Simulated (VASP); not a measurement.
SnO2:

```
Sn O
1.0
    -3.18517   -3.40073    3.44969
    -3.24232    3.47285   -3.43179
     3.26119   -3.46461   -3.44145
Sn O
4 8
Direct
  0.76426 0.26538 0.00803
  0.25788 0.75309 0.00594
  0.00142 0.99508 0.50121
  0.50936 0.49256 0.47750
  0.99105 0.30546 0.80407
  0.56016 0.74627 0.30404
  0.49174 0.80442 0.81391
  0.93504 0.74841 0.68706
  0.05942 0.26954 0.30980
  0.44655 0.25249 0.69870
  0.48853 0.17718 0.19081
  0.99459 0.69013 0.19893
```

- Program: VASP 6.6.1
- Task: relaxation of cell and atoms
- Functional: PBE
- Potentials or basis: VASP PAW PBE potentials, release 64 (Sn_d, O)
- Cutoff: 600 eV
- k mesh: 4 × 4 × 4
- Occupations: gaussian, width 0.1 eV
- Spin: no spin polarisation

At the start: pressure 2.7 GPa; volume 12.64 Å³/atom.

Question: Where does the relaxation end?

Answer: Over 18 steps the energy falls by 59.2 meV/atom and the volume is 12.60 Å³/atom (-0.3 %); space group P1 (No. 1, to 0.1 Å) before, P4_2/mnm (No. 136, to 0.1 Å).

Step by step:
```tsv
step	energy change (eV)	largest force (eV/Å)	pressure (GPa)	volume (Å³)
1	0.0000	3.4963	2.72	151.63
2	-0.3756	2.4891	-4.76	156.36
3	-0.5563	1.2284	-3.07	154.55
4	-0.6724	0.6781	1.57	150.22
5	-0.6774	0.5390	0.70	150.92
6	-0.6990	0.2708	-0.31	151.50
7	-0.6992	0.2385	-0.24	151.46
8	-0.7051	0.1139	-0.01	151.21
9	-0.7053	0.1540	0.03	151.17
10	-0.7079	0.0732	0.09	151.12
11	-0.7082	0.0769	0.12	151.10
12	-0.7093	0.0466	-0.09	151.30
13	-0.7094	0.0551	-0.18	151.38
14	-0.7099	0.0373	0.09	151.17
15	-0.7099	0.0374	0.09	151.17
16	-0.7102	0.0289	-0.02	151.26
17	-0.7102	0.0320	-0.04	151.27
18	-0.7103	0.0227	-0.01	151.24
```

Final structure:
```
Sn O
1.0
    -3.24203   -3.41604    3.41594
    -3.24156    3.41550   -3.41578
     3.24145   -3.41425   -3.41447
Sn O
4 8
Direct
  0.75021 0.25096 0.00073
  0.25019 0.74954 0.99941
  0.99971 0.99997 0.49995
  0.49992 0.49974 0.50004
  0.99903 0.30627 0.80605
  0.55621 0.74812 0.30489
  0.50048 0.80719 0.80639
  0.94342 0.74956 0.69307
  0.05643 0.25040 0.30688
  0.44324 0.25087 0.69455
  0.50012 0.19309 0.19402
  0.00102 0.69430 0.19401
```
